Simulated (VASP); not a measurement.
Here is a VASP 6.6.1 calculation.

File INCAR:

```
PREC = Accurate
ENCUT = 520
EDIFF = 1E-6
ISMEAR = 0
SIGMA = 0.1
LREAL = F
LASPH = T
NELM = 60
ALGO = Normal
ISIF = 2
LWAVE = F
LCHARG = F
GGA = PE
NBANDS = 15
```

Contents of KPOINTS:

```
regular mesh
0
Gamma
  14 14 14
```

Contents of POSCAR:

```
TaAs
1.0
    0.0000000000      2.6333304055      2.6333304055
    2.6333304055      0.0000000000      2.6333304055
    2.6333304055      2.6333304055      0.0000000000
Ta As
1 1
Direct
    0.5000000000      0.5000000000      0.5000000000
    0.0000000000      0.0000000000      0.0000000000
```

Potentials or basis: VASP PAW PBE potentials, release 64 (Ta_pv, As).

Command:

```bash
$ cat potpaw_PBE.64/Ta_pv/POTCAR potpaw_PBE.64/As/POTCAR > POTCAR
$ mpirun -np 1 vasp_std > vasp.out
```

Estimate the pressure.

0.4 GPa.

What does it give for the band gap on the k mesh?

Zero (band 8 reaches 8.04 eV, above the bottom of band 9 at 5.87 eV).

Caveat: spin-orbit coupling is left out, which moves the levels of the heavy elements.
